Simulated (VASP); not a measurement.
**CdSe: single point with PBE**

CdSe:

```
CELL_PARAMETERS angstrom
-0.01186 3.05592 3.05592
3.05592 -0.01186 3.05592
3.05592 3.05592 -0.01186
ATOMIC_POSITIONS crystal
Cd 0.99958 0.99958 0.99958
Se 0.25042 0.25042 0.25042
```

This cell differs from its parent crystal: strain along [111] -0.6%.

```yaml
Program: VASP 6.6.1
Task: single point
Functional: PBE
Potentials_or_basis: VASP PAW PBE potentials, release 64 (Cd, Se)
Cutoff: 520 eV
k_mesh: 8 × 8 × 8
Occupations: fermi-dirac, width 0.02 eV
Spin: no spin polarisation
```

```json
{
 "Pressure": "2.0 GPa",
 "Band gap on the k mesh": "0.55 eV, direct"
}
```

Stress tensor (GPa, compression positive):
```
2.01 0.08 0.08
0.08 2.01 0.08
0.08 0.08 2.01
```

Levels at points of the mesh, in eV from the valence-band top:
| k point | band 5 | band 6 | band 7 | band 8 | band 9 | band 10 | band 11 | band 12 | band 13 | band 14 |
| --- | --- | --- | --- | --- | --- | --- | --- | --- | --- | --- |
| (0.00, 0.00, 0.00) | -7.53 | -7.53 | -0.02 | -0.02 | 0.00 | 0.55 | 5.90 | 5.90 | 5.96 | 9.69 |
| (0.50, 0.00, 0.00) | -7.51 | -7.25 | -4.29 | -0.74 | -0.72 | 2.36 | 6.43 | 6.43 | 7.34 | 9.98 |
| (0.50, 0.50, 0.00) | -7.48 | -7.19 | -4.01 | -1.82 | -1.78 | 3.16 | 3.72 | 9.00 | 10.08 | 10.08 |
| (0.50, 0.50, 0.50) | -7.51 | -7.25 | -4.27 | -0.75 | -0.75 | 2.32 | 6.39 | 6.39 | 7.36 | 9.97 |

Run time: 15 s on 1 thread of Intel(R) Xeon(R) 6975P-C (Granite Rapids) (shared host), peak memory 0.21 GiB.

Caveat: the cell differs from its parent crystal (strain along [111] -0.6%).
